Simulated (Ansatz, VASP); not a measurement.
Sc: VASP beside Ansatz

```
Sc
1.0
    -1.83873    1.83873    1.83873
     1.83873   -1.83873    1.83873
     1.83873    1.83873   -1.83873
Sc
1
Direct
  0.00000 0.00000 0.00000
```

Alike in both runs: task single point; functional LDA; k mesh 13 × 13 × 13; occupations fermi-dirac, width 0.05 eV; no spin polarisation.

```csv
,VASP,Ansatz
version,VASP 6.6.1,Ansatz 0.2.0
potentials or method,"VASP PAW LDA potentials, release 64 (Sc_sv), cutoff 520 eV","all-electron LAPW, scalar-relativistic"
```

|  | VASP | Ansatz | Ansatz less VASP |
| --- | --- | --- | --- |
| pressure (GPa) | -4.6 | -4.7 | -0.04 |

LDA's correlation is that of Perdew and Zunger in VASP and of Perdew and Wang (1992) in Ansatz. Ansatz ran all-electron here, and VASP with PAW potentials.
